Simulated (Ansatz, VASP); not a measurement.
# Ga: VASP beside Ansatz

```xyz
1
Lattice="-1.6858 1.6858 1.6858 1.6858 -1.6858 1.6858 1.6858 1.6858 -1.6858" Properties=species:S:1:pos:R:3 pbc="T T T"
Ga    0.0000    0.0000    0.0000
```

Alike in both runs: functional PBE; k mesh 19 × 19 × 19; occupations fermi-dirac, width 0.05 eV; no spin polarisation.

Ansatz relaxed the structure, and its values are those at the end. VASP's run is a single point on that final structure, the one shown.

|  | VASP | Ansatz |
| --- | --- | --- |
| version | VASP 6.6.1 | Ansatz 0.2.0 |
| potentials or method | VASP PAW PBE potentials, release 64 (Ga_d) | PAW with Ansatz's default frozen-core files, scalar-relativistic |
| plane-wave cutoff (eV) | 520 | 420 |
| valence electrons in the cell | 13 | 13 |

Ansatz gave:

- pressure (GPa): 0.0

**Question.** Which values does VASP return?

**Answer.** Pressure (GPa): 0.1.
